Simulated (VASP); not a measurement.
# HfW (P4/mmm) in VASP: single point with PBE

Aim: the single point of HfW with PBE.

All numbers are computed with VASP 6.6.1; they aren't measurements. Logs are shortened: lines on timing, memory, paths and dates and some standing lists are left out, and cuts for length are marked.

### Step 1. The cell of the first run

The structure is tetragonal, space group P4/mmm (No. 123). Conventional cell: a = 2.824 Å, b = 2.824 Å, c = 4.710 Å, α = 90.00°, β = 90.00°, γ = 90.00°. Hf (site symmetry 4/mmm) has 4 Hf at 2.82 Å and 8 W at 3.09 Å within 3.7 Å. Within 3.7 Å of W (site symmetry 4/mmm) lie 4 W at 2.82 Å and 8 Hf at 3.09 Å.

### Step 2. Single point, PBE

Input file INCAR:

```
PREC = Accurate
ENCUT = 520
EDIFF = 1E-6
ISMEAR = 0
SIGMA = 0.1
LREAL = F
LASPH = T
NELM = 80
ALGO = Fast
ISIF = 2
LWAVE = F
LCHARG = F
GGA = PE
NBANDS = 19
```

Input file KPOINTS:

```
regular mesh
0
Gamma
  20 20 12
```

Input file POSCAR:

```
HfW
1.0
    2.8241805536      0.0000000000      0.0000000000
    0.0000000000      2.8241805536      0.0000000000
    0.0000000000      0.0000000000      4.7095840398
Hf W
1 1
Direct
    0.5000000000      0.5000000000      0.5000000000
    0.0000000000      0.0000000000      0.0000000000
```

Potentials or basis: VASP PAW PBE potentials, release 64 (Hf_pv, W_sv).

Run with:

```bash
> cat potpaw_PBE.64/Hf_pv/POTCAR potpaw_PBE.64/W_sv/POTCAR > POTCAR
> mpirun -np 1 vasp_std > vasp.out
```

OUTCAR:

```text
PREC = Accurate
   ENCUT = 520
   EDIFF = 1E-6
   ISMEAR = 0
   LREAL = F
   LASPH = T
   NELM = 80
   ISIF = 2
   GGA = PE

 ion  position               nearest neighbor table
   1  0.500  0.500  0.500-   2 3.09   2 3.09   2 3.09   2 3.09   2 3.09   2 3.09   2 3.09   2 3.09

   2  0.000  0.000  0.000-   1 3.09   1 3.09   1 3.09   1 3.09   1 3.09   1 3.09   1 3.09   1 3.09

  LATTYP: Found a simple tetragonal cell.
 ALAT       =     2.8241805536
 C/A-ratio  =     1.6675931126

  Lattice vectors:

 A1 = (   2.8241805536,   0.0000000000,   0.0000000000)
 A2 = (   0.0000000000,   2.8241805536,   0.0000000000)
 A3 = (   0.0000000000,   0.0000000000,   4.7095840398)

Analysis of symmetry for initial positions (statically):
=====================================================================
 Subroutine PRICEL returns:
 Original cell was already a primitive cell.

 Routine SETGRP: Setting up the symmetry group for a
 simple tetragonal supercell.

 Subroutine GETGRP returns: Found 16 space group operations
 (whereof 16 operations were pure point group operations)
 out of a pool of 16 trial point group operations.

The static configuration has the point symmetry D_4h.

Analysis of symmetry for dynamics (positions and initial velocities):
=====================================================================
 Subroutine PRICEL returns:
 Original cell was already a primitive cell.

 Routine SETGRP: Setting up the symmetry group for a
 simple tetragonal supercell.

 Subroutine GETGRP returns: Found 16 space group operations
 (whereof 16 operations were pure point group operations)
 out of a pool of 16 trial point group operations.

The dynamic configuration has the point symmetry D_4h.

 Subroutine INISYM returns: Found 16 space group operations
 (whereof 16 operations are pure point group operations),
 and found     1 'primitive' translations

----------------------------------------------------------------------------------------

                                     Primitive cell

  volume of cell :      37.5636

  direct lattice vectors                    reciprocal lattice vectors
     2.824180554  0.000000000  0.000000000     0.354085010  0.000000000  0.000000000
     0.000000000  2.824180554  0.000000000     0.000000000  0.354085010  0.000000000
     0.000000000  0.000000000  4.709584040     0.000000000  0.000000000  0.212332977

  length of vectors
     2.824180554  2.824180554  4.709584040     0.354085010  0.354085010  0.212332977

  position of ions in fractional coordinates (direct lattice)
     0.500000000  0.500000000  0.500000000
     0.000000000  0.000000000  0.000000000

  ion indices of the primitive-cell ions
   primitive index   ion index
                 1           1
                 2           2

----------------------------------------------------------------------------------------

 KPOINTS: regular mesh

Automatic generation of k-mesh.
 Grid dimensions read from file:
 generate k-points for:   20   20   12

 Generating k-lattice:

  Cartesian coordinates                     Fractional coordinates (reciprocal lattice)
     0.017704251  0.000000000  0.000000000     0.050000000  0.000000000  0.000000000
     0.000000000  0.017704251  0.000000000     0.000000000  0.050000000  0.000000000
     0.000000000  0.000000000  0.017694415     0.000000000  0.000000000  0.083333333

  Length of vectors
     0.017704251  0.017704251  0.017694415

  Shift w.r.t. Gamma in fractional coordinates (k-lattice)
     0.000000000  0.000000000  0.000000000

 Subroutine IBZKPT returns following result:
 ===========================================

 Found    462 irreducible k-points:

 Following reciprocal coordinates:
            Coordinates               Weight
  0.000000  0.000000  0.000000      1.000000
  0.050000  0.000000  0.000000      4.000000
  0.100000  0.000000  0.000000      4.000000
  0.150000  0.000000  0.000000      4.000000
  0.200000  0.000000  0.000000      4.000000
  0.250000  0.000000  0.000000      4.000000
[... 16 lines left out ...]
  0.150000  0.100000  0.000000      8.000000
  0.200000  0.100000  0.000000      8.000000
 [... further k-points ...]
   k-points           NKPTS =    462   k-points in BZ     NKDIM =    462   number of bands    NBANDS=     19
   number of dos      NEDOS =    301   number of ions     NIONS =      2
   total plane-waves  NPLWV =  20736
   dimension x,y,z NGX =    24 NGY =   24 NGZ =   36
   dimension x,y,z NGXF=    48 NGYF=   48 NGZF=   72
   ions per type =               1   1
   NGX,Y,Z   is equivalent  to a cutoff of  14.13, 14.13, 12.71 a.u.
   NGXF,Y,Z  is equivalent  to a cutoff of  28.26, 28.26, 25.42 a.u.
 SYSTEM =  unknown system
   PREC   = accura    normal or accurate (medium, high low for compatibility)
   ISTART =      0    job   : 0-new  1-cont  2-samecut
   ICHARG =      2    charge: 1-file 2-atom 10-const
   ISPIN  =      1    spin polarized calculation?
   LNONCOLLINEAR =      F non collinear calculations
   LSORBIT =      F    spin-orbit coupling
   LASPH  =      T    aspherical Exc in radial PAW
   ENCUT  =  520.0 eV  38.22 Ry    6.18 a.u.   5.25  5.25  8.76*2*pi/ulx,y,z
   NELM   =     80;   NELMIN=  2; NELMDL= -5     # of ELM steps
   EDIFF  = 0.1E-05   stopping-criterion for ELM
   LREAL  =      F    real-space projection
   EDIFFG = 0.1E-04   stopping-criterion for IOM
   NSW    =      0    number of steps for IOM
   IBRION =     -1    ionic relax: 0-MD 1-quasi-New 2-CG
   NFREE  =      0    steps in history (QN), initial steepest desc. (CG)
   ISIF   =      2    stress and relaxation
   ISYM   =      2    0-nonsym 1-usesym 2-fastsym
   POTIM  = 0.5000    time-step for ionic-motion
   TEBEG  =    0.0;   TEEND  =   0.0 temperature during run
   PSTRESS=    0.0 pullay stress
   NELECT =      24.0000    total number of electrons
   NUPDOWN=      -1.0000    fix difference up-down
   EMIN   =  10.00;   EMAX   =-10.00  energy-range for DOS
   EFERMI =   0.00;   METHOD = LEGACY
   ISMEAR =     0;   SIGMA  =   0.10  broadening in eV -4-tet -1-fermi 0-gaus
   EFERMI_NEDOS =   21; number of points for ismear=-14 and -15
   IALGO  =     68    algorithm
   IMIX   =      4    mixing-type and parameters
     AMIX     =   0.40;   BMIX     =  1.00
     AMIX_MAG =   1.60;   BMIX_MAG =  1.00
  volume/ion in A,a.u.               =      18.78       126.75
  Fermi-wavevector in a.u.,A,eV,Ry     =   1.410012  2.664536 27.050196  1.988133
  Thomas-Fermi vector in A             =   2.532009
   LORBIT       =      0    0 simple, 1 ext, 2 COOP (PROOUT), +10 PAW based schemes
   GGA     = PE    functional components
   LHFCALC =     F    Hartree Fock is set to
   AEXX    =    0.0000 exact exchange contribution
   IVDW    =     0    specifies the selected vdW correction
   LEPSILON=     F    determine dielectric tensor
   LRPA    =     F    only Hartree local field effects (RPA)
 non-spin polarized calculation
 RMM-DIIS sequential band-by-band and
 Gauss-broadening in eV      SIGMA  =   0.10
  energy-cutoff  :      520.00
  volume of cell :       37.56
 maximum number of plane-waves:      1033
 NGX is ok and might be reduce to    24
   NGX = 11   NGY = 11   NGZ = 17

 number of electron      24.0000001 magnetization

 Free energy of the ion-electron system (eV)
  ---------------------------------------------------
  ext. energy  EPLUGINS =         0.00000000
  ---------------------------------------------------
  free energy    TOTEN  =       -22.19633295 eV

  energy without entropy =      -22.18652137  energy(sigma->0) =      -22.19142716

 E-fermi :   7.3512     XC(G=0): -12.3926

 val. band max:        7.3504528453   @ k =   0.2500   0.0500   0.5000
 cond. band min:       7.3526871376   @ k =   0.4000   0.0000   0.0833
 fundamental gap:      0.0022342923
 Fermi energy:         7.3511786748

 k-point     1 :       0.0000    0.0000    0.0000
  band No.  band energies     occupation
      1     -66.4126      2.00000
      2     -30.5996      2.00000
      3     -30.2713      2.00000
      4     -30.2713      2.00000
      5     -22.6837      2.00000
      6     -22.1901      2.00000
[... 11 lines left out ...]
     18      14.1570      0.00000
     19      14.8067      0.00000

 k-point     2 :       0.0500    0.0000    0.0000
  band No.  band energies     occupation
      1     -66.4117      2.00000
      2     -30.5975      2.00000
      3     -30.2882      2.00000
      4     -30.2699      2.00000
      5     -22.6809      2.00000
      6     -22.2226      2.00000
[... 11 lines left out ...]
     18      14.2833      0.00000
     19      14.6234      0.00000

 k-point     3 :       0.1000    0.0000    0.0000
  band No.  band energies     occupation
      1     -66.4089      2.00000
      2     -30.5914      2.00000
      3     -30.3370      2.00000
      4     -30.2657      2.00000
      5     -22.6728      2.00000
      6     -22.3162      2.00000
[... 11 lines left out ...]
     18      14.1554      0.00000
     19      14.6492      0.00000

 k-point     4 :       0.1500    0.0000    0.0000
  band No.  band energies     occupation
      1     -66.4045      2.00000
      2     -30.5818      2.00000
      3     -30.4123      2.00000
      4     -30.2593      2.00000
      5     -22.6600      2.00000
      6     -22.4594      2.00000
[... 11 lines left out ...]
     18      13.9719      0.00000
     19      15.2170      0.00000

 k-point     5 :       0.2000    0.0000    0.0000
  band No.  band energies     occupation
      1     -66.3989      2.00000
      2     -30.5698      2.00000
      3     -30.5061      2.00000
      4     -30.2511      2.00000
      5     -22.6440      2.00000
      6     -22.6356      2.00000
[... 11 lines left out ...]
     18      13.8301      0.00000
     19      15.6391      0.00000
[... 334 lines left out ...]
      2     -30.9293      2.00000
      3     -30.5109      2.00000
      4     -30.2291      2.00000
      5     -23.4032      2.00000
      6     -22.5642      2.00000
[... 11 lines left out ...]
     18      13.9666      0.00000
     19      16.5915      0.00000

 k-point    22 :       0.1000    0.1000    0.0000
  band No.  band energies     occupation
      1     -66.4051      2.00000
      2     -30.5833      2.00000
      3     -30.3336      2.00000
      4     -30.3288      2.00000
      5     -22.6615      2.00000
      6     -22.3137      2.00000
[... 11 lines left out ...]
     18      13.9098      0.00000
     19      15.1275      0.00000

 k-point    23 :       0.1500    0.1000    0.0000
  band No.  band energies     occupation
      1     -66.4007      2.00000
      2     -30.5739      2.00000
      3     -30.4064      2.00000
      4     -30.3244      2.00000
      5     -22.6485      2.00000
      6     -22.4482      2.00000
[... 11 lines left out ...]
     18      13.8018      0.00000
     19      15.6124      0.00000

 k-point    24 :       0.2000    0.1000    0.0000
  band No.  band energies     occupation
      1     -66.3952      2.00000
      2     -30.5620      2.00000
      3     -30.4999      2.00000
      4     -30.3160      2.00000
      5     -22.6320      2.00000
      6     -22.6230      2.00000
[... 11 lines left out ...]
     18      13.6734      0.00000
     19      16.0265      0.00000

 [... further k-points ...]

------------------------ aborting loop because EDIFF is reached ----------------------------------------

  FORCE on cell =-STRESS in cart. coord.  units (eV):
  Direction    XX          YY          ZZ          XY          YZ          ZX
  --------------------------------------------------------------------------------------
  -------------------------------------------------------------------------------------
  Total       -0.0591934     -0.0591934     -0.1335449      0.0000000      0.0000000      0.0000000
  in kB       -2.5247385     -2.5247385     -5.6960058      0.0000000      0.0000000      0.0000000
  external PRESSURE =      -3.5818276 kB  Pullay stress =       0.0000000 kB

 VOLUME and BASIS-vectors are now :
 -----------------------------------------------------------------------------
  energy-cutoff  :      520.00
  volume of cell :       37.56
      direct lattice vectors                 reciprocal lattice vectors
     2.824180554  0.000000000  0.000000000     0.354085010  0.000000000  0.000000000
     0.000000000  2.824180554  0.000000000     0.000000000  0.354085010  0.000000000
     0.000000000  0.000000000  4.709584040     0.000000000  0.000000000  0.212332977

 POSITION                                       TOTAL-FORCE (eV/Angst)
 -----------------------------------------------------------------------------------
      1.41209      1.41209      2.35479         0.000000      0.000000      0.000000
      0.00000      0.00000      0.00000         0.000000      0.000000      0.000000
 -----------------------------------------------------------------------------------
    total drift:                                0.000000      0.000000      0.000000

  FREE ENERGIE OF THE ION-ELECTRON SYSTEM (eV)
  ---------------------------------------------------
  free  energy   TOTEN  =       -22.1963329532 eV

  energy  without entropy=      -22.1865213662  energy(sigma->0) =      -22.19142716
```

Run time: 1.8 min. Hardware: 1 thread of Intel Xeon 6975P-C (Granite Rapids), shared host; peak memory 0.43 GiB.

Results:

```
Free energy            : -22.1963 eV
Pressure               : -0.4 GPa
Band gap on the k mesh : zero (bands 12 and 13 overlap by 4.67 eV)
```

Levels at points of the mesh, in eV from the Fermi level:
```
           k point  band 9  band 10  band 11  band 12  band 13  band 14  band 15  band 16
(0.00, 0.00, 0.00)   -4.54    -3.31    -0.54     1.13     1.13     1.26     1.64     3.84
(0.50, 0.00, 0.00)   -2.72    -2.28    -1.40    -1.34    -0.17     1.14     2.54     3.42
(0.50, 0.50, 0.00)   -4.15    -3.24    -3.24     4.01     4.01     4.20     5.14     5.14
(0.00, 0.00, 0.50)   -5.44    -2.86    -1.30    -1.03     0.43     2.01     2.01     3.91
(0.50, 0.00, 0.50)   -4.40    -1.39    -0.01     0.60     0.76     1.18     1.48     5.06
(0.50, 0.50, 0.50)   -2.93    -1.55    -1.55    -0.44    -0.44     0.64     2.84     5.94
```

Caveat: spin-orbit coupling is left out, which moves the levels of the heavy elements.
